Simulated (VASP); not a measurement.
# TaN (Fm-3m) in VASP: notebook, part 2 of 2

VASP 6.6.1.

## (3) Single point, LDA

This run uses another cell than the first one, of 10.81 Å³/atom, 0.943 times its volume.

INCAR

```
SYSTEM = TaN
ALGO = Normal ; EDIFF = 1E-6
ENCUT = 600 ; GGA_COMPAT = .False.
ISIF = 2 ; ISMEAR = -1
LASPH = .True. ; LCHARG = .False.
LREAL = .False. ; LWAVE = .False.
NBANDS = 16 ; NELM = 120
PREC = Accurate ; SIGMA = 0.05
```

KPOINTS

```
k-points
0
Gamma
  10 10 10
  0 0 0
```

POSCAR

```
TaN
1.0
    0.0000000000      2.2113230000      2.2113230000
    2.2113230000      0.0000000000      2.2113230000
    2.2113230000      2.2113230000      0.0000000000
Ta N
1 1
Direct
    0.5000000000      0.5000000000      0.5000000000
    0.0000000000      0.0000000000      0.0000000000
```

Potentials or basis: VASP PAW LDA potentials, release 64 (Ta_sv_GW, N).

Started as:

```
cat potpaw_LDA.64/Ta_sv_GW/POTCAR potpaw_LDA.64/N/POTCAR > POTCAR
mpirun -np 1 vasp_std > vasp.out
```

OUTCAR:

```text
SYSTEM = TaN
   EDIFF = 1E-6
   ENCUT = 600
   ISIF = 2
   ISMEAR = -1
   LASPH = .True.
   LREAL = .False.
   NELM = 120
   PREC = Accurate

 ion  position               nearest neighbor table
   1  0.500  0.500  0.500-   2 2.21   2 2.21   2 2.21   2 2.21   2 2.21   2 2.21
   2  0.000  0.000  0.000-   1 2.21   1 2.21   1 2.21   1 2.21   1 2.21   1 2.21

  LATTYP: Found a face centered cubic cell.
 ALAT       =     4.4226460000

  Lattice vectors:

 A1 = (   0.0000000000,   2.2113230000,   2.2113230000)
 A2 = (   2.2113230000,   0.0000000000,   2.2113230000)
 A3 = (   2.2113230000,   2.2113230000,   0.0000000000)

[... 640 lines left out ...]

  FORCE on cell =-STRESS in cart. coord.  units (eV):
  Direction    XX          YY          ZZ          XY          YZ          ZX
  --------------------------------------------------------------------------------------
  -------------------------------------------------------------------------------------
  Total       -2.1947257     -2.1947257     -2.1947257     -0.0000000     -0.0000000     -0.0000000
  in kB     -162.5939111   -162.5939111   -162.5939111     -0.0000000     -0.0000000     -0.0000000
  external PRESSURE =    -162.5939111 kB  Pullay stress =       0.0000000 kB

 VOLUME and BASIS-vectors are now :
 -----------------------------------------------------------------------------
  energy-cutoff  :      600.00
  volume of cell :       21.63
      direct lattice vectors                 reciprocal lattice vectors
     0.000000000  2.211323000  2.211323000    -0.226108985  0.226108985  0.226108985
     2.211323000  0.000000000  2.211323000     0.226108985 -0.226108985  0.226108985
     2.211323000  2.211323000  0.000000000     0.226108985  0.226108985 -0.226108985

 POSITION                                       TOTAL-FORCE (eV/Angst)
 -----------------------------------------------------------------------------------
      2.21132      2.21132      2.21132        -0.000000      0.000000     -0.000000
      0.00000      0.00000      0.00000         0.000000     -0.000000      0.000000
 -----------------------------------------------------------------------------------
    total drift:                                0.000000      0.000000      0.000000

  FREE ENERGIE OF THE ION-ELECTRON SYSTEM (eV)
  ---------------------------------------------------
  free  energy   TOTEN  =       -26.6318726388 eV

  energy  without entropy=      -26.6254970867  energy(sigma->0) =      -26.62868486
```

Wall time 25 s (1 thread of AMD EPYC 7R43 (Zen 3), shared host); peak memory 0.13 GiB.

What came out:

```
Free energy            : -26.6319 eV
Pressure               : -16.3 GPa
Band gap on the k mesh : zero (band 9 reaches 15.05 eV, above the bottom of band 10 at 11.14 eV)
```

Levels at points of the mesh, in eV from the Fermi level:
```
           k point  band 5  band 6  band 7  band 8  band 9  band 10  band 11  band 12  band 13  band 14
(0.00, 0.00, 0.00)  -18.46   -3.73   -3.73   -3.73   -2.11    -2.11    -2.11    -0.03    -0.03     1.55
(0.50, 0.00, 0.00)  -15.46  -10.20   -7.46   -7.46    1.81     1.81     1.92     3.85     7.31     7.31
(0.50, 0.50, 0.00)  -17.21   -6.51   -5.37   -4.53   -4.53     1.98     3.41     3.41     4.42     6.55
```

Caveat: spin-orbit coupling is left out, which moves the levels of the heavy elements.

## (4) Single point, LDA

This run uses another cell than the first one, of 10.81 Å³/atom, 0.943 times its volume.

INCAR

```
ALGO = Normal ; EDIFF = 1E-6
ENCUT = 600 ; GGA_COMPAT = F
ISIF = 2 ; ISMEAR = -1
LASPH = T ; LCHARG = F
LREAL = F ; LWAVE = F
NBANDS = 16 ; NELM = 120
PREC = Accurate ; SIGMA = 0.05
```

KPOINTS

```
k-points
0
Gamma
  10 10 10
```

POSCAR is that of step 3.

Started as:

```
cat potpaw_LDA.64/Ta_sv_GW/POTCAR potpaw_LDA.64/N/POTCAR > POTCAR
mpirun -np 1 vasp_std > vasp.out
```

Run time: 25 s. Hardware: 1 thread of AMD EPYC 7R43 (Zen 3), shared host; peak memory 0.12 GiB.

Results (log left out):

```yaml
Free_energy: -26.6319 eV
Pressure: -16.3 GPa
Band_gap_on_the_k_mesh: zero (band 9 reaches 15.05 eV, above the bottom of band 10 at 11.14 eV)
```

Levels at points of the mesh, in eV from the Fermi level:
| k point | band 7 | band 8 | band 9 | band 10 | band 11 | band 12 |
| --- | --- | --- | --- | --- | --- | --- |
| (0.00, 0.00, 0.00) | -3.73 | -3.73 | -2.11 | -2.11 | -2.11 | -0.03 |
| (0.50, 0.00, 0.00) | -7.46 | -7.46 | 1.81 | 1.81 | 1.92 | 3.85 |
| (0.50, 0.50, 0.00) | -5.37 | -4.53 | -4.53 | 1.98 | 3.41 | 3.41 |

Caveat: spin-orbit coupling is left out, which moves the levels of the heavy elements.

## (5) Single point, r2SCAN

POSCAR

```
TaN
1.0
    0.0000000000      2.2546932853      2.2546932853
    2.2546932853      0.0000000000      2.2546932853
    2.2546932853      2.2546932853      0.0000000000
Ta N
1 1
Direct
    0.5000000000      0.5000000000      0.5000000000
    0.0000000000      0.0000000000      0.0000000000
```

INCAR.step1

```
PREC     = Accurate       # precision mode
ENCUT    = 660            # plane-wave cutoff, eV
ISMEAR   = -1             # smearing method
SIGMA    = 0.05           # smearing width, eV
LREAL    = F              # projectors in reciprocal space
LASPH    = T              # aspherical terms in the spheres
NELM     = 120            # most SCF steps
NBANDS   = 16             # bands
GGA      = PE             # functional
ALGO     = Normal         # electronic algorithm
EDIFF    = 1E-5           # SCF threshold, eV
LWAVE    = T              # write WAVECAR
LCHARG   = F              # write CHGCAR
GGA_COMPAT= F
```

INCAR.step2

```
PREC     = Accurate       # precision mode
ENCUT    = 660            # plane-wave cutoff, eV
EDIFF    = 1E-6           # SCF threshold, eV
ISMEAR   = -1             # smearing method
SIGMA    = 0.05           # smearing width, eV
LREAL    = F              # projectors in reciprocal space
LASPH    = T              # aspherical terms in the spheres
NELM     = 120            # most SCF steps
ALGO     = Normal         # electronic algorithm
ISIF     = 2              # what is computed and relaxed
LWAVE    = F              # write WAVECAR
LCHARG   = T              # write CHGCAR
METAGGA  = R2SCAN         # meta-GGA
LMIXTAU  = T            
LELF     = T              # ELF
LVHAR    = T            
NBANDS   = 16             # bands
ISTART   = 1            
GGA_COMPAT= F
```

KPOINTS

```
Automatic mesh
0
Gamma
  10 10 10
```

Potentials or basis: VASP PAW PBE potentials, release 64 (Ta_sv_GW, N).

Started as:

```
cat potpaw_PBE.64/Ta_sv_GW/POTCAR potpaw_PBE.64/N/POTCAR > POTCAR
cp INCAR.step1 INCAR
mpirun -np 1 vasp_std > vasp.out
cp INCAR.step2 INCAR
mpirun -np 1 vasp_std > vasp.out
```

Wall time 43 s (1 thread of Intel Xeon 6975P-C (Granite Rapids), shared host); peak memory 0.19 GiB.

The run converged. Its results:

```yaml
Free_energy: -62.0952 eV
Pressure: -22.9 GPa
Band_gap_on_the_k_mesh: zero (band 9 reaches 14.42 eV, above the bottom of band 10 at 10.77 eV)
```

Levels at points of the mesh, in eV from the Fermi level:
```
           k point  band 7  band 8  band 9  band 10  band 11  band 12
(0.00, 0.00, 0.00)   -3.93   -3.93   -1.98    -1.98    -1.98     0.13
(0.50, 0.00, 0.00)   -7.43   -7.43    1.67     1.67     1.81     3.78
(0.50, 0.50, 0.00)   -5.11   -4.82   -4.82     1.99     3.11     3.11
```

Caveat: the PAW data sets were made with another functional, which shifts forces and pressure a little; spin-orbit coupling is left out, which moves the levels of the heavy elements.

## (6) Single point, r2SCAN

This run uses another cell than the first one, of 10.34 Å³/atom, 0.902 times its volume.

POSCAR

```
TaN
1.0
    0.0000000000      2.1784213818      2.1784213818
    2.1784213818      0.0000000000      2.1784213818
    2.1784213818      2.1784213818      0.0000000000
Ta N
1 1
Direct
    0.5000000000      0.5000000000      0.5000000000
    0.0000000000      0.0000000000      0.0000000000
```

INCAR.step1

```
  PREC = Accurate
  ENCUT = 660
  ISMEAR = -1
  SIGMA = 0.05
  LREAL = False
  LASPH = True
  NELM = 120
  NBANDS = 16
  GGA = PE
  ALGO = Normal
  EDIFF = 1E-5
  LWAVE = True
  LCHARG = False
  GGA_COMPAT = False
```

INCAR.step2

```
  PREC = Accurate
  ENCUT = 660
  EDIFF = 1E-6
  ISMEAR = -1
  SIGMA = 0.05
  LREAL = False
  LASPH = True
  NELM = 120
  ALGO = Normal
  ISIF = 2
  LWAVE = False
  LCHARG = False
  METAGGA = R2SCAN
  LMIXTAU = True
  NBANDS = 16
  ISTART = 1
  GGA_COMPAT = False
```

KPOINTS

```
regular mesh
0
Gamma
  10 10 10
```

Potentials or basis: VASP PAW PBE potentials, release 64 (Ta_sv_GW, N).

Started as:

```
cat potpaw_PBE.64/Ta_sv_GW/POTCAR potpaw_PBE.64/N/POTCAR > POTCAR
cp INCAR.step1 INCAR
mpirun -np 1 vasp_std > vasp.out
cp INCAR.step2 INCAR
mpirun -np 1 vasp_std > vasp.out
```

Wall time 62 s (1 thread of AMD EPYC 9R45 (Zen 5), shared host); peak memory 0.16 GiB.

Results (log left out):

```yaml
Free_energy: -62.2057 eV
Pressure: 10.0 GPa
Band_gap_on_the_k_mesh: zero (band 9 reaches 16.33 eV, above the bottom of band 10 at 12.07 eV)
```

Levels at points of the mesh, in eV from the Fermi level:
| k point | band 6 | band 7 | band 8 | band 9 | band 10 | band 11 | band 12 | band 13 |
| --- | --- | --- | --- | --- | --- | --- | --- | --- |
| (0.00, 0.00, 0.00) | -4.25 | -4.25 | -4.25 | -2.26 | -2.26 | -2.26 | 0.15 | 0.15 |
| (0.50, 0.00, 0.00) | -11.08 | -8.21 | -8.21 | 2.00 | 2.00 | 2.14 | 4.09 | 8.13 |
| (0.50, 0.50, 0.00) | -7.17 | -5.83 | -5.08 | -5.08 | 2.32 | 3.69 | 3.69 | 5.01 |

Caveat: the PAW data sets were made with another functional, which shifts forces and pressure a little; spin-orbit coupling is left out, which moves the levels of the heavy elements.

## (7) The runs side by side

```csv
level,potentials or basis,U,cell,cutoff (eV),smearing,second run,gap on the mesh (eV),pressure (GPa)
PBEsol+D3(BJ)+U,"VASP PAW PBE potentials, release 64 (Ta_pv, N)",Ta d U = 8.0 eV,"a = 3.189 Å, angles 60.0°, 2 atoms",520,fermi-dirac 0.01 eV,-,none,-10.5
LDA,"VASP PAW LDA potentials, release 64 (Ta_sv_GW, N)",-,"a = 3.127 Å, angles 60.0°, 2 atoms",600,fermi-dirac 0.05 eV,valence_matched,none,-16.3
r2SCAN,"VASP PAW PBE potentials, release 64 (Ta_sv_GW, N)",-,"a = 3.189 Å, angles 60.0°, 2 atoms",660,fermi-dirac 0.05 eV,valence_matched,none,-22.9
r2SCAN,"VASP PAW PBE potentials, release 64 (Ta_sv_GW, N)",-,"a = 3.081 Å, angles 60.0°, 2 atoms",660,fermi-dirac 0.05 eV,valence_matched,none,10.0
```

Alike in all rows: task single point; no spin polarisation; k mesh 10 × 10 × 10.

Caveats: spin-orbit coupling is left out, which moves the levels of the heavy elements; the PAW data sets were made with another functional, which shifts forces and pressure a little (some runs); U without spin polarisation on a metal has little footing (some runs); pairwise dispersion overbinds metals, which lowers pressure and volume (some runs).

Absolute energies hang on the potentials; compare differences alone.
